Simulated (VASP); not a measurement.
# Si3B3I (Pm-3m) in VASP: single point with PBE

Aim: the single point of Si3B3I with PBE.

Program: VASP 6.6.1. These are calculated values, not measurements. Logs are shortened: lines on timing, memory, paths and dates and some standing lists are left out, and cuts for length are marked.

### 1 The cell of the first run

It takes space group Pm-3m (No. 221, cubic). The conventional cell has a = 4.903 Å, b = 4.903 Å, c = 4.903 Å, α = 90.00°, β = 90.00°, γ = 90.00°. Si (site symmetry 4/mmm) has 4 B at 2.45 Å and 2 I at 2.45 Å within 3.2 Å. Within 3.2 Å of B (site symmetry 4/mmm) lie 4 Si at 2.45 Å. Within 3.2 Å of I (site symmetry m-3m) lie 6 Si at 2.45 Å.

### 2 Single point, PBE

INCAR reads:

```
PREC = Accurate ; ENCUT = 520
EDIFF = 1E-7 ; ISMEAR = 0
SIGMA = 0.1 ; LREAL = False
LASPH = True ; NELM = 80
ALGO = Normal ; ISIF = 2
LWAVE = False ; LCHARG = True
GGA = PE ; LELF = True
LVHAR = True ; NBANDS = 23
```

KPOINTS reads:

```
Automatic mesh
0
Gamma
  8 8 8
```

POSCAR reads:

```
Si3B3I
1.0
    4.9025678783      0.0000000000      0.0000000000
    0.0000000000      4.9025678783      0.0000000000
    0.0000000000      0.0000000000      4.9025678783
Si B I
3 3 1
Direct
    0.0000000000      0.5000000000      0.5000000000
    0.5000000000      0.5000000000      0.0000000000
    0.5000000000      0.0000000000      0.5000000000
    0.0000000000      0.5000000000      0.0000000000
    0.5000000000      0.0000000000      0.0000000000
    0.0000000000      0.0000000000      0.5000000000
    0.5000000000      0.5000000000      0.5000000000
```

Potentials or basis: VASP PAW PBE potentials, release 64 (Si, B, I).

The run is started by

```sh
$ cat potpaw_PBE.64/Si/POTCAR potpaw_PBE.64/B/POTCAR potpaw_PBE.64/I/POTCAR > POTCAR
$ mpirun -np 1 vasp_std > vasp.out
```

OUTCAR:

```text
PREC = Accurate
   ENCUT = 520
   EDIFF = 1E-7
   ISMEAR = 0
   LREAL = False
   LASPH = True
   NELM = 80
   ISIF = 2
   GGA = PE

 ion  position               nearest neighbor table
   1  0.000  0.500  0.500-   4 2.45   6 2.45   7 2.45   4 2.45   6 2.45   7 2.45
   2  0.500  0.500  0.000-   4 2.45   5 2.45   7 2.45   7 2.45   5 2.45   4 2.45
   3  0.500  0.000  0.500-   5 2.45   6 2.45   7 2.45   5 2.45   7 2.45   6 2.45
   4  0.000  0.500  0.000-   1 2.45   2 2.45   1 2.45   2 2.45
   5  0.500  0.000  0.000-   2 2.45   3 2.45   3 2.45   2 2.45
   6  0.000  0.000  0.500-   1 2.45   3 2.45   1 2.45   3 2.45
   7  0.500  0.500  0.500-   1 2.45   2 2.45   3 2.45   2 2.45   3 2.45   1 2.45

  LATTYP: Found a simple cubic cell.
 ALAT       =     4.9025678783

  Lattice vectors:

 A1 = (   4.9025678783,   0.0000000000,   0.0000000000)
 A2 = (   0.0000000000,   4.9025678783,   0.0000000000)
 A3 = (   0.0000000000,   0.0000000000,   4.9025678783)

Analysis of symmetry for initial positions (statically):
=====================================================================
 Subroutine PRICEL returns:
 Original cell was already a primitive cell.

 Routine SETGRP: Setting up the symmetry group for a
 simple cubic supercell.

 Subroutine GETGRP returns: Found 48 space group operations
 (whereof 48 operations were pure point group operations)
 out of a pool of 48 trial point group operations.

The static configuration has the point symmetry O_h .

Analysis of symmetry for dynamics (positions and initial velocities):
=====================================================================
 Subroutine PRICEL returns:
 Original cell was already a primitive cell.

 Routine SETGRP: Setting up the symmetry group for a
 simple cubic supercell.

 Subroutine GETGRP returns: Found 48 space group operations
 (whereof 48 operations were pure point group operations)
 out of a pool of 48 trial point group operations.

The dynamic configuration has the point symmetry O_h .

 Subroutine INISYM returns: Found 48 space group operations
 (whereof 48 operations are pure point group operations),
 and found     1 'primitive' translations

----------------------------------------------------------------------------------------

                                     Primitive cell

  volume of cell :     117.8341

  direct lattice vectors                    reciprocal lattice vectors
     4.902567878  0.000000000  0.000000000     0.203974738  0.000000000  0.000000000
     0.000000000  4.902567878  0.000000000     0.000000000  0.203974738  0.000000000
     0.000000000  0.000000000  4.902567878     0.000000000  0.000000000  0.203974738

  length of vectors
     4.902567878  4.902567878  4.902567878     0.203974738  0.203974738  0.203974738

  position of ions in fractional coordinates (direct lattice)
     0.000000000  0.500000000  0.500000000
     0.500000000  0.500000000  0.000000000
     0.500000000  0.000000000  0.500000000
     0.000000000  0.500000000  0.000000000
     0.500000000  0.000000000  0.000000000
     0.000000000  0.000000000  0.500000000
     0.500000000  0.500000000  0.500000000

  ion indices of the primitive-cell ions
   primitive index   ion index
                 1           1
                 2           2
                 3           3
                 4           4
                 5           5
                 6           6
                 7           7

----------------------------------------------------------------------------------------

 KPOINTS: Automatic mesh

Automatic generation of k-mesh.
 Grid dimensions read from file:
 generate k-points for:    8    8    8

 Generating k-lattice:

  Cartesian coordinates                     Fractional coordinates (reciprocal lattice)
     0.025496842  0.000000000  0.000000000     0.125000000  0.000000000  0.000000000
     0.000000000  0.025496842  0.000000000     0.000000000  0.125000000  0.000000000
     0.000000000  0.000000000  0.025496842     0.000000000  0.000000000  0.125000000

  Length of vectors
     0.025496842  0.025496842  0.025496842

  Shift w.r.t. Gamma in fractional coordinates (k-lattice)
     0.000000000  0.000000000  0.000000000

 Subroutine IBZKPT returns following result:
 ===========================================

 Found     35 irreducible k-points:

 Following reciprocal coordinates:
            Coordinates               Weight
  0.000000  0.000000  0.000000      1.000000
  0.125000  0.000000  0.000000      6.000000
  0.250000  0.000000  0.000000      6.000000
  0.375000  0.000000  0.000000      6.000000
  0.500000  0.000000  0.000000      3.000000
  0.125000  0.125000  0.000000     12.000000
[... 16 lines left out ...]
  0.375000  0.375000  0.125000     24.000000
  0.500000  0.375000  0.125000     24.000000
 [... further k-points ...]
   k-points           NKPTS =     35   k-points in BZ     NKDIM =     35   number of bands    NBANDS=     23
   number of dos      NEDOS =    301   number of ions     NIONS =      7
   total plane-waves  NPLWV =  46656
   dimension x,y,z NGX =    36 NGY =   36 NGZ =   36
   dimension x,y,z NGXF=    72 NGYF=   72 NGZF=   72
   ions per type =               3   3   1
   NGX,Y,Z   is equivalent  to a cutoff of  12.21, 12.21, 12.21 a.u.
   NGXF,Y,Z  is equivalent  to a cutoff of  24.42, 24.42, 24.42 a.u.
 SYSTEM =  unknown system
   PREC   = accura    normal or accurate (medium, high low for compatibility)
   ISTART =      0    job   : 0-new  1-cont  2-samecut
   ICHARG =      2    charge: 1-file 2-atom 10-const
   ISPIN  =      1    spin polarized calculation?
   LNONCOLLINEAR =      F non collinear calculations
   LSORBIT =      F    spin-orbit coupling
   LASPH  =      T    aspherical Exc in radial PAW
   ENCUT  =  520.0 eV  38.22 Ry    6.18 a.u.   9.12  9.12  9.12*2*pi/ulx,y,z
   NELM   =     80;   NELMIN=  2; NELMDL= -5     # of ELM steps
   EDIFF  = 0.1E-06   stopping-criterion for ELM
   LREAL  =      F    real-space projection
   EDIFFG = 0.1E-05   stopping-criterion for IOM
   NSW    =      0    number of steps for IOM
   IBRION =     -1    ionic relax: 0-MD 1-quasi-New 2-CG
   NFREE  =      0    steps in history (QN), initial steepest desc. (CG)
   ISIF   =      2    stress and relaxation
   ISYM   =      2    0-nonsym 1-usesym 2-fastsym
   POTIM  = 0.5000    time-step for ionic-motion
   TEBEG  =    0.0;   TEEND  =   0.0 temperature during run
   PSTRESS=    0.0 pullay stress
   NELECT =      28.0000    total number of electrons
   NUPDOWN=      -1.0000    fix difference up-down
   EMIN   =  10.00;   EMAX   =-10.00  energy-range for DOS
   EFERMI =   0.00;   METHOD = LEGACY
   ISMEAR =     0;   SIGMA  =   0.10  broadening in eV -4-tet -1-fermi 0-gaus
   EFERMI_NEDOS =   21; number of points for ismear=-14 and -15
   IALGO  =     38    algorithm
   IMIX   =      4    mixing-type and parameters
     AMIX     =   0.40;   BMIX     =  1.00
     AMIX_MAG =   1.60;   BMIX_MAG =  1.00
  volume/ion in A,a.u.               =      16.83       113.60
  Fermi-wavevector in a.u.,A,eV,Ry     =   1.013998  1.916179 13.989409  1.028193
  Thomas-Fermi vector in A             =   2.147200
   LORBIT       =      0    0 simple, 1 ext, 2 COOP (PROOUT), +10 PAW based schemes
   GGA     = PE    functional components
   LHFCALC =     F    Hartree Fock is set to
   AEXX    =    0.0000 exact exchange contribution
   IVDW    =     0    specifies the selected vdW correction
   LEPSILON=     F    determine dielectric tensor
   LRPA    =     F    only Hartree local field effects (RPA)
 non-spin polarized calculation
 Gauss-broadening in eV      SIGMA  =   0.10
  energy-cutoff  :      520.00
  volume of cell :      117.83
 maximum number of plane-waves:      3196
   NGX = 19   NGY = 19   NGZ = 19

 number of electron      27.9999999 magnetization

 Free energy of the ion-electron system (eV)
  ---------------------------------------------------
  ext. energy  EPLUGINS =         0.00000000
  ---------------------------------------------------
  free energy    TOTEN  =       -25.22932998 eV

  energy without entropy =      -25.21531611  energy(sigma->0) =      -25.22232305

 E-fermi :   6.2687     XC(G=0):  -9.9532

 val. band max:        6.2660198422   @ k =   0.5000   0.3750   0.3750
 cond. band min:       6.2781334789   @ k =   0.2500   0.2500   0.1250
 fundamental gap:      0.0121136367
 Fermi energy:         6.2686517979

 k-point     1 :       0.0000    0.0000    0.0000
  band No.  band energies     occupation
      1     -11.0436      2.00000
      2      -2.5530      2.00000
      3      -2.0858      2.00000
      4      -2.0858      2.00000
      5      -2.0858      2.00000
      6      -1.5154      2.00000
[... 15 lines left out ...]
     22       8.8448      0.00000
     23      13.5265      0.00000

 k-point     2 :       0.1250    0.0000    0.0000
  band No.  band energies     occupation
      1     -11.0162      2.00000
      2      -3.2575      2.00000
      3      -2.1501      2.00000
      4      -2.0521      2.00000
      5      -2.0521      2.00000
      6      -1.4461      2.00000
[... 15 lines left out ...]
     22       9.1865      0.00000
     23      12.1364      0.00000

 k-point     3 :       0.2500    0.0000    0.0000
  band No.  band energies     occupation
      1     -10.9474      2.00000
      2      -4.1242      2.00000
      3      -2.0589      2.00000
      4      -1.9662      2.00000
      5      -1.9662      2.00000
      6      -1.2484      2.00000
[... 15 lines left out ...]
     22      10.3409      0.00000
     23      10.3409      0.00000

 k-point     4 :       0.3750    0.0000    0.0000
  band No.  band energies     occupation
      1     -10.8744      2.00000
      2      -4.7012      2.00000
      3      -1.9457      2.00000
      4      -1.8727      2.00000
      5      -1.8727      2.00000
      6      -0.9724      2.00000
[... 15 lines left out ...]
     22      11.8288      0.00000
     23      11.8457      0.00000

 k-point     5 :       0.5000    0.0000    0.0000
  band No.  band energies     occupation
      1     -10.8427      2.00000
      2      -4.9033      2.00000
      3      -1.8935      2.00000
      4      -1.8314      2.00000
      5      -1.8314      2.00000
      6      -0.8061      2.00000
[... 15 lines left out ...]
     22      11.5979      0.00000
     23      12.0696      0.00000

 k-point     6 :       0.1250    0.1250    0.0000
  band No.  band energies     occupation
      1     -10.9889      2.00000
      2      -3.3420      2.00000
      3      -2.9987      2.00000
      4      -2.0184      2.00000
      5      -1.7822      2.00000
      6      -0.6107      2.00000
[... 15 lines left out ...]
     22       9.6936      0.00000
     23      11.9030      0.00000

 k-point     7 :       0.2500    0.1250    0.0000
  band No.  band energies     occupation
      1     -10.9203      2.00000
      2      -4.0853      2.00000
      3      -3.0406      2.00000
      4      -1.9327      2.00000
      5      -1.6304      2.00000
      6      -0.3795      2.00000
[... 353 lines left out ...]
     22      10.9005      0.00000
     23      11.1036      0.00000

 k-point    21 :       0.3750    0.2500    0.1250
  band No.  band energies     occupation
      1     -10.7535      2.00000
      2      -4.5002      2.00000
      3      -3.7787      2.00000
      4      -2.7107      2.00000
      5      -0.2139      2.00000
      6      -0.0569      2.00000
[... 15 lines left out ...]
     22      11.1046      0.00000
     23      11.3916      0.00000

 k-point    22 :       0.5000    0.2500    0.1250
  band No.  band energies     occupation
      1     -10.7224      2.00000
      2      -4.6990      2.00000
      3      -3.7250      2.00000
      4      -2.6500      2.00000
      5      -0.3149      2.00000
      6      -0.0690      2.00000
[... 15 lines left out ...]
     22      10.5922      0.00000
     23      11.1621      0.00000

 k-point    23 :       0.3750    0.3750    0.1250
  band No.  band energies     occupation
      1     -10.6823      2.00000
      2      -4.3983      2.00000
      3      -4.3276      2.00000
      4      -2.5875      2.00000
      5      -0.6601      2.00000
      6       0.0390      2.00000
[... 15 lines left out ...]
     22      11.0111      0.00000
     23      11.2420      0.00000

 k-point    24 :       0.5000    0.3750    0.1250
  band No.  band energies     occupation
      1     -10.6516      2.00000
      2      -4.5662      2.00000
      3      -4.3020      2.00000
      4      -2.5278      2.00000
      5      -0.8620      2.00000
      6       0.1424      2.00000
[... 15 lines left out ...]
     22      10.6565      0.00000
     23      10.8173      0.00000

 [... further k-points ...]
[... 5 lines left out ...]
  --------------------------------------------------------------------------------------
  -------------------------------------------------------------------------------------
  Total       -0.0107743     -0.0107743     -0.0107743     -0.0000000      0.0000000     -0.0000000
  in kB       -0.1464977     -0.1464977     -0.1464977     -0.0000000      0.0000000     -0.0000000
  external PRESSURE =      -0.1464977 kB  Pullay stress =       0.0000000 kB

 VOLUME and BASIS-vectors are now :
 -----------------------------------------------------------------------------
  energy-cutoff  :      520.00
  volume of cell :      117.83
      direct lattice vectors                 reciprocal lattice vectors
     4.902567878  0.000000000  0.000000000     0.203974738  0.000000000  0.000000000
     0.000000000  4.902567878  0.000000000     0.000000000  0.203974738  0.000000000
     0.000000000  0.000000000  4.902567878     0.000000000  0.000000000  0.203974738

 POSITION                                       TOTAL-FORCE (eV/Angst)
 -----------------------------------------------------------------------------------
      0.00000      2.45128      2.45128         0.000000      0.000000      0.000000
      2.45128      2.45128      0.00000         0.000000      0.000000      0.000000
      2.45128      0.00000      2.45128         0.000000      0.000000      0.000000
      0.00000      2.45128      0.00000         0.000000      0.000000      0.000000
      2.45128      0.00000      0.00000         0.000000      0.000000      0.000000
      0.00000      0.00000      2.45128         0.000000      0.000000      0.000000
      2.45128      2.45128      2.45128         0.000000      0.000000      0.000000
 -----------------------------------------------------------------------------------
    total drift:                               -0.000000      0.000000      0.000000

  FREE ENERGIE OF THE ION-ELECTRON SYSTEM (eV)
  ---------------------------------------------------
  free  energy   TOTEN  =       -25.2293299849 eV

  energy  without entropy=      -25.2153161123  energy(sigma->0) =      -25.22232305
```

It took 41 s on 1 thread of Intel Xeon 6975P-C (Granite Rapids), shared host; peak memory 0.25 GiB.

Results:

| Quantity | Value |
| --- | --- |
| Free energy | -25.2293 eV |
| Pressure | 0.0 GPa |
| Band gap on the k mesh | zero (band 14 reaches 7.20 eV, above the bottom of band 15 at 4.00 eV) |

Levels at points of the mesh, in eV from the Fermi level:
```csv
k point,band 12,band 13,band 14,band 15,band 16,band 17
"(0.00, 0.00, 0.00)",-2.31,-2.27,-2.27,-2.27,0.68,2.44
"(0.50, 0.00, 0.00)",-2.04,-1.87,-1.17,-0.41,1.64,1.64
"(0.50, 0.50, 0.00)",-1.48,-0.74,-0.30,0.40,0.69,1.66
"(0.50, 0.50, 0.50)",0.03,0.03,0.93,0.93,0.93,2.64
```

Caveat: spin-orbit coupling is left out, which moves the levels of the heavy elements.
